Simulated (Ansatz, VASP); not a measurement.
## One calculation of Zn4SiN, two programs

INCAR

```
  PREC = Accurate
  ENCUT = 520
  EDIFF = 1E-6
  ISMEAR = 0
  SIGMA = 0.1
  LREAL = False
  LASPH = True
  NELM = 150
  ALGO = Normal
  ISIF = 2
  LWAVE = False
  LCHARG = False
  ISPIN = 2
  MAGMOM = 0 0 0 0 0 1
  LORBIT = 11
  GGA = PE
  NBANDS = 42
```

The input KPOINTS:

```
regular mesh
0
Gamma
  4 4 4
```

The input POSCAR:

```
Zn4SiN
1.0
    0.0000000000      3.4838702300      3.4838702300
    3.4838702300      0.0000000000      3.4838702300
    3.4838702300      3.4838702300      0.0000000000
Zn Si N
4 1 1
Direct
    0.8748729900      0.3753810200      0.8748729900
    0.3753810200      0.8748729900      0.8748729900
    0.8748729900      0.8748729900      0.8748729900
    0.8748729900      0.8748729900      0.3753810200
    0.5000000000      0.5000000000      0.5000000000
    0.2500000000      0.2500000000      0.2500000000
```

Input for Ansatz:

```yaml
crystal:
  lattice:
    - [0.0, 3.48387023, 3.48387023]
    - [3.48387023, 0.0, 3.48387023]
    - [3.48387023, 3.48387023, 0.0]
  atoms:
    - { symbol: Zn, position: [0.87487299, 0.37538102, 0.87487299] }
    - { symbol: Zn, position: [0.37538102, 0.87487299, 0.87487299] }
    - { symbol: Zn, position: [0.87487299, 0.87487299, 0.87487299] }
    - { symbol: Zn, position: [0.87487299, 0.87487299, 0.37538102] }
    - { symbol: Si, position: [0.5, 0.5, 0.5] }
    - { symbol: "N", position: [0.25, 0.25, 0.25], spin: 1.0 }
basis:
  ecutwfc: 420
kpoints:
  mp_grid: { grid: [4, 4, 4] }
hamiltonian:
  xc: pbe
scf:
  occupations: { method: gaussian, width: 0.1 }
  lower_state_search: "off"
output:
  forces: true
  stress: true
  eigenvalues: true
  populations: true
magnetization:
  spin_polarized: true
```

Change from the starting cell: species swapped into the SmYCo4 type (F-43m, No. 216).

Alike in both runs: task single point; functional PBE; k mesh 4 × 4 × 4; occupations gaussian, width 0.1 eV; collinear spin.

|  | VASP | Ansatz |
| --- | --- | --- |
| version | VASP 6.6.1 | Ansatz 0.2.0 |
| potentials or method | VASP PAW PBE potentials, release 64 (Zn, Si, N), cutoff 520 eV | scalar-relativistic, plane waves, PAW |
| valence electrons in the cell | 57 | 57 |

VASP gave:

| Property | Result |
| --- | --- |
| gap on the k mesh at the Fermi level (eV) | none |
| pressure (GPa) | 3.9 |
| rms of the force components (eV/Å) | 0.041 |
| net moment per atom (μB) | 0.19 |
| size of the moment on the site where the two differ most (μB) | 0.83 |

What did Ansatz give for the same quantities?

gap on the k mesh at the Fermi level (eV): none; pressure (GPa): 3.6; rms of the force components (eV/Å): 0.041; net moment per atom (μB): 0.19; size of the moment on the site where the two differ most (μB): 1.11.

Site moments also hang on the region over which each program counts them. Atom by atom the forces differ by 0.001 eV/Å (rms over components). A gap of «none» marks a metal or a gap that the smearing closes.

The k mesh is coarse, so the values compare programs but aren't converged.
